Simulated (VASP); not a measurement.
Runs of VASP 6.6.1 on Na2S. The structure is that of space group Fm-3m (No. 225), or close to it. The cells are those of the table. 

```tsv
task	level	cell	k mesh	cutoff (eV)	smearing	grid for exact exchange (PRECFOCK)	share of exact exchange	screening parameter	gap on the mesh (eV)	pressure (GPa)	relaxed volume (Å³/atom)
relaxation of cell and atoms	PBE	relaxed from a = 4.629 Å, angles 60.0°, 3 atoms	6 × 6 × 6	500	fermi-dirac 0.02 eV	-	-	-	2.45	0.0	23.61
single point	r2SCAN	a = 4.604 Å, angles 60.0°, 3 atoms	6 × 6 × 6	550	fermi-dirac 0.02 eV	-	-	-	3.11	-0.1	-
single point	HSE06	a = 4.604 Å, angles 60.0°, 3 atoms	6 × 6 × 6	400	gaussian 0.01 eV	Normal	0.25	0.2079 1/Å	(b)	0.0	-
relaxation of cell and atoms	HSE06	relaxed from a = 4.604 Å, angles 60.0°, 3 atoms	4 × 4 × 4	500	fermi-dirac 0.02 eV	Normal	0.25	0.2079 1/Å	3.50	0.0	(a)
single point	PBEsol	a = 4.597 Å, angles 60.0°, 3 atoms	6 × 6 × 6	500	fermi-dirac 0.02 eV	-	-	-	2.42	(c)	-
single point	HSE06	a = 4.610 Å, angles 60.0°, 3 atoms	4 × 4 × 4	400	fermi-dirac 0.02 eV	Normal	0.25	0.2079 1/Å	3.50	-0.1	-
relaxation of cell and atoms	r2SCAN	relaxed from a = 4.644 Å, angles 60.0°, 3 atoms	6 × 6 × 6	550	fermi-dirac 0.02 eV	-	-	-	3.12	0.0	22.95
relaxation of cell and atoms	PBEsol	relaxed from a = 4.644 Å, angles 60.0°, 3 atoms	6 × 6 × 6	500	fermi-dirac 0.02 eV	-	-	-	2.42	0.0	22.93
```

Alike in all rows: potentials or basis VASP PAW PBE potentials, release 64 (Na_pv, S); no spin polarisation.

Q: Fill in the values left out.

A: (a) 23.15; (b) 3.52; (c) 0.1.

Caveats: the PAW data sets were made with another functional, which shifts forces and pressure a little (at least some runs).

